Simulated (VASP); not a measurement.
**Os: single point with r2SCAN**

Os:

```xyz
2
Lattice="2.7394 0.0000 0.0000 -1.3697 2.3724 0.0000 0.0000 0.0000 4.3138" Properties=species:S:1:pos:R:3 pbc="T T T"
Os    0.0000    1.5816    1.0785
Os    1.3697    0.7908    3.2354
```

```json
{
  "Program": "VASP 6.6.1",
  "Task": "single point",
  "Functional": "r2SCAN",
  "Potentials or basis": "VASP PAW PBE potentials, release 64 (Os_sv_GW)",
  "Cutoff": "620 eV",
  "k mesh": "13 × 13 × 7",
  "Occupations": "fermi-dirac, width 0.6 eV",
  "Spin": "no spin polarisation",
  "Dipole correction": "no",
  "Further INCAR settings": "ALGO = Normal; EDIFF = 1e-06; NBANDS = 23"
}
```

The pressure is 7.2 GPa and the band gap on the k mesh is zero (bands 16 and 17 overlap by 3.99 eV).

Stress tensor (GPa, compression positive):
```
 5.57  0.00  0.00
 0.00  5.57  0.00
 0.00  0.00 10.43
```

Levels at points of the mesh, in eV from the Fermi level:
| k point | band 14 | band 15 | band 16 | band 17 | band 18 | band 19 |
| --- | --- | --- | --- | --- | --- | --- |
| (0.00, 0.00, 0.00) | -2.30 | -2.30 | -1.68 | -1.68 | -0.04 | 1.74 |

Wall time 6.1 min on 1 thread of AMD EPYC 7R43 64-Core Processor (Zen 3), with other jobs on the host, peak memory 0.19 GiB.

Caveat: the cell stands under pressure; so wide a smearing shifts energies and pressures; the PAW data sets were made with another functional, which shifts forces and pressure a little; spin-orbit coupling is left out, which moves the levels of the heavy elements.
